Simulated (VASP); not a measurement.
Crystal: Be2ZnSe3.

```
Be Zn Se
1.0
     6.04658    0.00000    0.00000
    -3.02329    5.23649    0.00000
     0.00000    0.00000    3.39628
Be Zn Se
2 1 3
Direct
  0.33333 0.66667 0.00000
  0.66667 0.33333 0.00000
  0.00000 0.00000 0.00000
  0.50000 0.00000 0.50000
  0.50000 0.50000 0.50000
  0.00000 0.50000 0.50000
```

| Item | Value |
| --- | --- |
| Program | VASP 6.6.1 |
| Task | relaxation of cell and atoms |
| Functional | PBE |
| Potentials or basis | VASP PAW PBE potentials, release 64 (Be, Zn, Se) |
| Cutoff | 600 eV |
| k mesh | 6 × 6 × 12 |
| Occupations | gaussian, width 0.1 eV |
| Spin | no spin polarisation |

At the start: pressure 3.3 GPa; volume 17.92 Å³/atom.

**Question.** How do energy, volume and symmetry change on relaxing?

**Answer.** Over 15 steps the energy falls by 108.5 meV/atom and the volume is 19.75 Å³/atom (+10.2 %); space group P6/mmm (No. 191, to 0.05 Å).

Step by step:
| step | energy change (eV) | largest force (eV/Å) | pressure (GPa) | volume (Å³) |
| --- | --- | --- | --- | --- |
| 1 | 0.0000 | 0.0000 | 3.32 | 107.54 |
| 2 | -0.1162 | 0.0000 | 0.07 | 113.39 |
| 3 | -0.1325 | 0.0000 | -1.15 | 116.14 |
| 4 | -0.1332 | 0.0000 | -1.51 | 116.93 |
| 5 | -0.1907 | 0.0000 | -0.85 | 116.31 |
| 6 | -0.2592 | 0.0000 | -0.46 | 115.62 |
| 7 | -0.4380 | 0.0000 | 1.00 | 113.89 |
| 8 | -0.2797 | 0.0000 | 6.93 | 109.00 |
| 9 | -0.5166 | 0.0000 | 1.89 | 112.94 |
| 10 | -0.5635 | 0.0000 | 3.84 | 111.12 |
| 11 | -0.5747 | 0.0000 | 3.69 | 112.24 |
| 12 | -0.5773 | 0.0000 | 3.69 | 111.91 |
| 13 | -0.6065 | 0.0000 | 2.81 | 113.32 |
| 14 | -0.6500 | 0.0000 | 0.45 | 117.62 |
| 15 | -0.6512 | 0.0000 | 0.03 | 118.49 |

Final structure:
```
Be Zn Se
1.0
     6.94501    0.00000    0.00000
    -3.47251    6.01456    0.00000
     0.00000    0.00000    2.83659
Be Zn Se
2 1 3
Direct
  0.33333 0.66667 0.00000
  0.66667 0.33333 0.00000
  0.00000 0.00000 0.00000
  0.50000 0.00000 0.50000
  0.50000 0.50000 0.50000
  0.00000 0.50000 0.50000
```
